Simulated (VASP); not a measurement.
# AlN (Amm2) in VASP: single point with PBE

Aim: the single point of AlN with PBE.

Program: VASP 6.6.1. These are calculated values, not measurements. Logs are shortened: lines on timing, memory, paths and dates and some standing lists are left out, and cuts for length are marked.

## Step 1: The cell of the first run

The typed cell holds 8 atoms: a = 4.867 Å, b = 4.569 Å, c = 4.569 Å, α = 107.12°, β = 90.00°, γ = 90.00°.

## Step 2: Single point, PBE

The input, INCAR:

```
PREC = Accurate ; ENCUT = 600
EDIFF = 1E-6 ; ISMEAR = 0
SIGMA = 0.15 ; LREAL = F
LASPH = T ; NELM = 120
ALGO = Normal ; ISIF = 2
LWAVE = F ; LCHARG = T
GGA = PE ; LELF = T
LVHAR = T ; NBANDS = 26
GGA_COMPAT = F
```

The input, KPOINTS:

```
regular mesh
0
Gamma
  3 3 3
```

The input, POSCAR:

```
AlN
1.0
    4.8669433409      0.0000000000      0.0000000000
    0.0000000000      3.6757621277      2.7137833892
    0.0000000000     -3.6757621277      2.7137833892
Al N
4 4
Direct
    0.2414521238      0.6421229916      0.1418962664
    0.7585478762      0.1418962664      0.6421229916
    0.2414521238      0.1418962664      0.6421229916
    0.7585478762      0.6421229916      0.1418962664
    0.0000000000      0.0452505843      0.2383629110
    0.0000000000      0.2383629110      0.0452505843
    0.0000000000      0.5452851795      0.7383960893
    0.0000000000      0.7383960893      0.5452851795
```

Potentials or basis: VASP PAW PBE potentials, release 64 (Al, N).

Run with:

```
> cat potpaw_PBE.64/Al/POTCAR potpaw_PBE.64/N/POTCAR > POTCAR
> mpirun -np 1 vasp_std > vasp.out
```

OUTCAR:

```text
PREC = Accurate
   ENCUT = 600
   EDIFF = 1E-6
   ISMEAR = 0
   LREAL = F
   LASPH = T
   NELM = 120
   ISIF = 2
   GGA = PE

 ion  position               nearest neighbor table
   1  0.241  0.642  0.142-   5 2.12   8 2.12   7 2.12   6 2.12   4 2.35   4 2.52   3 2.71   3 2.71

   2  0.759  0.142  0.642-   6 2.12   7 2.12   8 2.12   5 2.12   3 2.35   3 2.52   4 2.71   4 2.71

   3  0.241  0.142  0.642-   6 2.12   7 2.12   8 2.12   5 2.12   2 2.35   2 2.52   1 2.71   1 2.71

   4  0.759  0.642  0.142-   5 2.12   8 2.12   7 2.12   6 2.12   1 2.35   1 2.52   2 2.71   2 2.71

   5  0.000  0.045  0.238-   6 1.42   4 2.12   1 2.12   2 2.12   3 2.12
   6  0.000  0.238  0.045-   5 1.42   3 2.12   2 2.12   4 2.12   1 2.12
   7  0.000  0.545  0.738-   8 1.42   3 2.12   2 2.12   4 2.12   1 2.12
   8  0.000  0.738  0.545-   7 1.42   4 2.12   1 2.12   2 2.12   3 2.12

  LATTYP: Found a base centered orthorhombic cell.
 ALAT       =     5.4275667784
 B/A-ratio  =     1.3544788218
 C/A-ratio  =     0.8967081456

  Lattice vectors:

 A1 = (   0.0000000000,   3.6757621277,   2.7137833892)
 A2 = (   0.0000000000,  -3.6757621277,   2.7137833892)
 A3 = (   4.8669433409,   0.0000000000,   0.0000000000)

Analysis of symmetry for initial positions (statically):
=====================================================================
 Subroutine PRICEL returns:
 Original cell was already a primitive cell.

 Routine SETGRP: Setting up the symmetry group for a
 base centered orthorhombic supercell.

 Subroutine GETGRP returns: Found  4 space group operations
 (whereof  4 operations were pure point group operations)
 out of a pool of  8 trial point group operations.

The static configuration has the point symmetry C_2v.

Analysis of symmetry for dynamics (positions and initial velocities):
=====================================================================
 Subroutine PRICEL returns:
 Original cell was already a primitive cell.

 Routine SETGRP: Setting up the symmetry group for a
 base centered orthorhombic supercell.

 Subroutine GETGRP returns: Found  4 space group operations
 (whereof  4 operations were pure point group operations)
 out of a pool of  8 trial point group operations.

The dynamic configuration has the point symmetry C_2v.

 Subroutine INISYM returns: Found  4 space group operations
 (whereof  4 operations are pure point group operations),
 and found     1 'primitive' translations

----------------------------------------------------------------------------------------

                                     Primitive cell

  volume of cell :      97.0977

  direct lattice vectors                    reciprocal lattice vectors
     4.866943341  0.000000000  0.000000000     0.205467771  0.000000000  0.000000000
     0.000000000  3.675762128  2.713783389     0.000000000  0.136026212  0.184244624
     0.000000000 -3.675762128  2.713783389     0.000000000 -0.136026212  0.184244624

  length of vectors
     4.866943341  4.569009466  4.569009466     0.205467771  0.229017929  0.229017929

  position of ions in fractional coordinates (direct lattice)
     0.241452124  0.642122992  0.141896266
     0.758547876  0.141896266  0.642122992
     0.241452124  0.141896266  0.642122992
     0.758547876  0.642122992  0.141896266
     0.000000000  0.045250584  0.238362911
     0.000000000  0.238362911  0.045250584
     0.000000000  0.545285179  0.738396089
     0.000000000  0.738396089  0.545285179

  ion indices of the primitive-cell ions
   primitive index   ion index
                 1           1
                 2           2
                 3           3
                 4           4
                 5           5
                 6           6
                 7           7
                 8           8

----------------------------------------------------------------------------------------

 KPOINTS: regular mesh

Automatic generation of k-mesh.
 Grid dimensions read from file:
 generate k-points for:    3    3    3

 Generating k-lattice:

  Cartesian coordinates                     Fractional coordinates (reciprocal lattice)
     0.068489257  0.000000000  0.000000000     0.333333333  0.000000000  0.000000000
     0.000000000  0.045342071  0.061414875     0.000000000  0.333333333  0.000000000
     0.000000000 -0.045342071  0.061414875     0.000000000  0.000000000  0.333333333

  Length of vectors
     0.068489257  0.076339310  0.076339310

  Shift w.r.t. Gamma in fractional coordinates (k-lattice)
     0.000000000  0.000000000  0.000000000

 Subroutine IBZKPT returns following result:
 ===========================================

 Found      8 irreducible k-points:

 Following reciprocal coordinates:
            Coordinates               Weight
  0.000000  0.000000  0.000000      1.000000
  0.333333  0.000000  0.000000      2.000000
  0.000000  0.333333  0.000000      4.000000
  0.333333  0.333333  0.000000      8.000000
  0.000000  0.333333  0.333333      2.000000
  0.333333  0.333333  0.333333      4.000000
  0.000000 -0.333333  0.333333      2.000000
  0.333333 -0.333333  0.333333      4.000000
   k-points           NKPTS =      8   k-points in BZ     NKDIM =      8   number of bands    NBANDS=     26
   number of dos      NEDOS =    301   number of ions     NIONS =      8
   total plane-waves  NPLWV =  64000
   dimension x,y,z NGX =    40 NGY =   40 NGZ =   40
   dimension x,y,z NGXF=    80 NGYF=   80 NGZF=   80
   ions per type =               4   4
   NGX,Y,Z   is equivalent  to a cutoff of  13.66, 14.55, 14.55 a.u.
   NGXF,Y,Z  is equivalent  to a cutoff of  27.33, 29.11, 29.11 a.u.
 SYSTEM =  unknown system
   PREC   = accura    normal or accurate (medium, high low for compatibility)
   ISTART =      0    job   : 0-new  1-cont  2-samecut
   ICHARG =      2    charge: 1-file 2-atom 10-const
   ISPIN  =      1    spin polarized calculation?
   LNONCOLLINEAR =      F non collinear calculations
   LSORBIT =      F    spin-orbit coupling
   LASPH  =      T    aspherical Exc in radial PAW
   ENCUT  =  600.0 eV  44.10 Ry    6.64 a.u.   9.72  9.13  9.13*2*pi/ulx,y,z
   NELM   =    120;   NELMIN=  2; NELMDL= -5     # of ELM steps
   EDIFF  = 0.1E-05   stopping-criterion for ELM
   LREAL  =      F    real-space projection
   EDIFFG = 0.1E-04   stopping-criterion for IOM
   NSW    =      0    number of steps for IOM
   IBRION =     -1    ionic relax: 0-MD 1-quasi-New 2-CG
   NFREE  =      0    steps in history (QN), initial steepest desc. (CG)
   ISIF   =      2    stress and relaxation
   ISYM   =      2    0-nonsym 1-usesym 2-fastsym
   POTIM  = 0.5000    time-step for ionic-motion
   TEBEG  =    0.0;   TEEND  =   0.0 temperature during run
   PSTRESS=    0.0 pullay stress
   NELECT =      32.0000    total number of electrons
   NUPDOWN=      -1.0000    fix difference up-down
   EMIN   =  10.00;   EMAX   =-10.00  energy-range for DOS
   EFERMI =   0.00;   METHOD = LEGACY
   ISMEAR =     0;   SIGMA  =   0.15  broadening in eV -4-tet -1-fermi 0-gaus
   EFERMI_NEDOS =   21; number of points for ismear=-14 and -15
   IALGO  =     38    algorithm
   IMIX   =      4    mixing-type and parameters
     AMIX     =   0.40;   BMIX     =  1.00
     AMIX_MAG =   1.60;   BMIX_MAG =  1.00
  volume/ion in A,a.u.               =      12.14        81.91
  Fermi-wavevector in a.u.,A,eV,Ry     =   1.130807  2.136916 17.398106  1.278725
  Thomas-Fermi vector in A             =   2.267505
   LORBIT       =      0    0 simple, 1 ext, 2 COOP (PROOUT), +10 PAW based schemes
   GGA     = PE    functional components
   LHFCALC =     F    Hartree Fock is set to
   AEXX    =    0.0000 exact exchange contribution
   IVDW    =     0    specifies the selected vdW correction
   LEPSILON=     F    determine dielectric tensor
   LRPA    =     F    only Hartree local field effects (RPA)
 non-spin polarized calculation
 Gauss-broadening in eV      SIGMA  =   0.15
  energy-cutoff  :      600.00
  volume of cell :       97.10
 maximum number of plane-waves:      3250
 NGX is ok and might be reduce to    40
   NGX = 19   NGY = 19   NGZ = 19

 number of electron      31.9999997 magnetization

 Free energy of the ion-electron system (eV)
  ---------------------------------------------------
  ext. energy  EPLUGINS =         0.00000000
  ---------------------------------------------------
  free energy    TOTEN  =       -47.33475333 eV

  energy without entropy =      -47.31268126  energy(sigma->0) =      -47.32371729

 E-fermi :   7.0457     XC(G=0): -10.3017

 val. band max:        7.0410449385   @ k =   0.0000  -0.3333   0.3333
 cond. band min:       7.0473384524   @ k =   0.3333  -0.3333   0.3333
 fundamental gap:      0.0062935139
 Fermi energy:         7.0456557495

 k-point     1 :       0.0000    0.0000    0.0000
  band No.  band energies     occupation
      1     -13.0778      2.00000
      2     -11.2376      2.00000
      3      -6.7795      2.00000
      4      -4.2933      2.00000
      5      -3.5398      2.00000
      6      -1.0210      2.00000
[... 18 lines left out ...]
     25      13.0210      0.00000
     26      13.0878      0.00000

 k-point     2 :       0.3333    0.0000    0.0000
  band No.  band energies     occupation
      1     -13.0584      2.00000
      2     -11.2337      2.00000
      3      -6.7592      2.00000
      4      -4.2806      2.00000
      5      -3.4249      2.00000
      6      -2.0863      2.00000
[... 18 lines left out ...]
     25      13.7440      0.00000
     26      14.2597      0.00000

 k-point     3 :       0.0000    0.3333    0.0000
  band No.  band energies     occupation
      1     -12.6549      2.00000
      2     -11.7276      2.00000
      3      -6.7520      2.00000
      4      -5.9087      2.00000
      5      -1.2558      2.00000
      6      -0.6963      2.00000
[... 108 lines left out ...]
 k-point     7 :       0.0000   -0.3333    0.3333
  band No.  band energies     occupation
      1     -12.4753      2.00000
      2     -11.7382      2.00000
      3      -7.9078      2.00000
      4      -4.6648      2.00000
      5      -2.5022      2.00000
      6      -0.0552      2.00000
[... 18 lines left out ...]
     25      13.5264      0.00000
     26      14.9594      0.00000

 k-point     8 :       0.3333   -0.3333    0.3333
  band No.  band energies     occupation
      1     -12.4626      2.00000
      2     -11.7319      2.00000
      3      -7.8577      2.00000
      4      -4.6475      2.00000
      5      -2.4108      2.00000
      6      -1.0774      2.00000
[... 18 lines left out ...]
     25      12.6998      0.00000
     26      14.2068      0.00000

------------------------ aborting loop because EDIFF is reached ----------------------------------------

  FORCE on cell =-STRESS in cart. coord.  units (eV):
  Direction    XX          YY          ZZ          XY          YZ          ZX
  --------------------------------------------------------------------------------------
  -------------------------------------------------------------------------------------
  Total       -0.1909159      0.3351781     -0.2928586      0.0000000      0.0000000      0.0000000
  in kB       -3.1502418      5.5306643     -4.8323649      0.0000000      0.0000000      0.0000000
  external PRESSURE =      -0.8173141 kB  Pullay stress =       0.0000000 kB

 VOLUME and BASIS-vectors are now :
 -----------------------------------------------------------------------------
  energy-cutoff  :      600.00
  volume of cell :       97.10
      direct lattice vectors                 reciprocal lattice vectors
     4.866943341  0.000000000  0.000000000     0.205467771  0.000000000  0.000000000
     0.000000000  3.675762128  2.713783389     0.000000000  0.136026212  0.184244624
     0.000000000 -3.675762128  2.713783389     0.000000000 -0.136026212  0.184244624

 POSITION                                       TOTAL-FORCE (eV/Angst)
 -----------------------------------------------------------------------------------
      1.17513      1.83871      2.12766        -0.012272     -0.003172     -0.002361
      3.69181     -1.83871      2.12766         0.012272      0.003172     -0.002361
      1.17513     -1.83871      2.12766        -0.012272      0.003172     -0.002361
      3.69181      1.83871      2.12766         0.012272     -0.003172     -0.002361
      0.00000     -0.70983      0.76967         0.000000     -0.059451      0.003890
      0.00000      0.70983      0.76967         0.000000      0.059451      0.003890
      0.00000     -0.70983      3.48363         0.000000     -0.059749      0.000832
      0.00000      0.70983      3.48363         0.000000      0.059749      0.000832
 -----------------------------------------------------------------------------------
    total drift:                                0.000000      0.000000     -0.000049

  FREE ENERGIE OF THE ION-ELECTRON SYSTEM (eV)
  ---------------------------------------------------
  free  energy   TOTEN  =       -47.3347533291 eV

  energy  without entropy=      -47.3126812572  energy(sigma->0) =      -47.32371729
```

Wall time 16 s (1 thread of Intel Xeon 6975P-C (Granite Rapids), shared host); peak memory 0.23 GiB.

Results:

```yaml
Free_energy: -47.3348 eV
Pressure: -0.1 GPa
Largest_force: 0.060 eV/Å
Band_gap_on_the_k_mesh: zero (band 16 reaches 8.33 eV, above the bottom of band 17 at 6.74 eV)
```

Forces in eV/Å, atoms in the order of the input:
```
Al  -0.012 -0.003 -0.002
Al   0.012  0.003 -0.002
Al  -0.012  0.003 -0.002
Al   0.012 -0.003 -0.002
N    0.000 -0.059  0.004
N    0.000  0.059  0.004
N    0.000 -0.060  0.001
N    0.000  0.060  0.001
```

Caveat: the k points lie up to 0.48 Å⁻¹ apart.
